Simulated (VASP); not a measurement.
AgSnF3, 10 atoms in the cell. It takes space group P6_3/mmc (No. 194, hexagonal). Conventional cell: a = 5.527 Å, b = 5.527 Å, c = 7.046 Å, α = 90.00°, β = 90.00°, γ = 120.00°. Ag (site symmetry -6m2) has 6 F at 2.76 Å and 6 Sn at 3.64 Å within 3.7 Å. Within 3.1 Å of Sn (site symmetry -3m) lie 6 F at 2.37 Å. F (site symmetry mm2) has 2 Sn at 2.37 Å and 4 F at 2.76 to 2.77 Å and 2 Ag at 2.76 Å within 3.1 Å. 

```yaml
Program: VASP 6.6.1
Task: single point
Functional: PBE
Potentials_or_basis: VASP PAW PBE potentials, release 64 (Ag, Sn_d, F)
Cutoff: 520 eV
k_mesh: 6 × 6 × 4
Occupations: gaussian, width 0.02 eV
Spin: no spin polarisation
Dipole_correction: no
Further_INCAR_settings: ALGO = Normal; EDIFF = 1e-07; NBANDS = 57
```

Potentials or basis: VASP PAW PBE potentials, release 64 (Ag, Sn_d, F).

Command:

```console
$ cat potpaw_PBE.64/Ag/POTCAR potpaw_PBE.64/Sn_d/POTCAR potpaw_PBE.64/F/POTCAR > POTCAR
$ mpirun -np 1 vasp_std > vasp.out
```

Hardware: 1 thread of AMD EPYC 7R43 64-Core Processor (Zen 3) (shared host).

Task: How long does it take, and how much memory?

Result: Wall time 6.4 min on 1 thread of AMD EPYC 7R43 64-Core Processor (Zen 3), on a shared host, peak memory 0.36 GiB. Counts: scf iterations 16, k points 21.
